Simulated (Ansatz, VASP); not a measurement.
One calculation of Ge, two programs

Contents of INCAR:

```
  AGGAC = 1.0
  AGGAX = 1.0
  ALDAC = 0.0
  ALDAX = 1.0
  ALGO = Normal
  EDIFF = 1E-6
  EDIFFG = -0.01
  ENCUT = 600
  GGA = B5
  IBRION = 2
  ISIF = 3
  ISMEAR = -1
  IVDW = 13
  LASPH = True
  LCHARG = False
  LREAL = False
  LWAVE = False
  NELM = 80
  NSW = 60
  PREC = Accurate
  SIGMA = 0.05
  VDW_A1 = 0.44488865
  VDW_A2 = 4.0933009
  VDW_S6 = 1.0
  VDW_S8 = 2.34076671
```

Contents of KPOINTS:

```
k-points
0
Gamma
  11 11 11
```

File POSCAR:

```
Ge
1.0
   -0.0282083000      2.1019966500      2.1134578200
    2.0716247400     -0.0325513900      2.1178009100
    2.0429605600      2.0776755600     -0.0038872100
Ge
1
Direct
    0.0000000000      0.0000000000      0.0000000000
```

File input.yaml:

```yaml
crystal:
  lattice:
    - [-0.0282083, 2.10199665, 2.11345782]
    - [2.07162474, -0.03255139, 2.11780091]
    - [2.04296056, 2.07767556, -0.00388721]
  atoms:
    - { symbol: Ge, position: [0.0, 0.0, 0.0] }
hamiltonian:
  xc: blyp
  pseudopotentials: { kind: paw }
  dispersion: d4
kpoints:
  mp_grid: { grid: [11, 11, 11] }
scf:
  occupations: { method: fermi_dirac, width: 0.05 }
output:
  forces: true
  stress: true
  eigenvalues: true
relax:
  f_tol: 0.01
  max_steps: 40
  cell: { stress_tol: 0.05 }
```

Alike in both runs: task relaxation of cell and atoms; functional BLYP; dispersion D4; k mesh 11 × 11 × 11; occupations fermi-dirac, width 0.05 eV; no spin polarisation.

```csv
,VASP,Ansatz
version,VASP 6.6.1,Ansatz 0.2.0
potentials or method,"VASP PAW PBE potentials, release 64 (Ge_d)",Ansatz PAW
plane-wave cutoff (eV),600,420
valence electrons in the cell,14,14
```

VASP gave:

| Quantity | Value |
| --- | --- |
| gap on the k mesh at the Fermi level, each at its own relaxed structure (eV) | none |
| relaxed volume (Å³/atom) | 24.18 |
| relaxed cell length with the largest relative difference (Å) | 3.241 |

Question: Estimate Ansatz's values.

Answer: gap on the k mesh at the Fermi level, each at its own relaxed structure (eV): none; relaxed volume (Å³/atom): 22.39; relaxed cell length with the largest relative difference (Å): 3.156.

VASP's potentials were made for PBE, not for BLYP. A gap of «none» marks a metal or a gap that the smearing closes. One of these differences is far larger than is usual between the two programs; its cause wasn't traced.

Noted on VASP's run: the volume moved by over 15 % at a fixed basis, so the end points are rough. Noted on Ansatz's run: the volume moved by over 15 % at a fixed basis, so the end points are rough; the plane-wave basis is chosen anew once the cell has moved, so the energies of steps on either side of that aren't comparable.
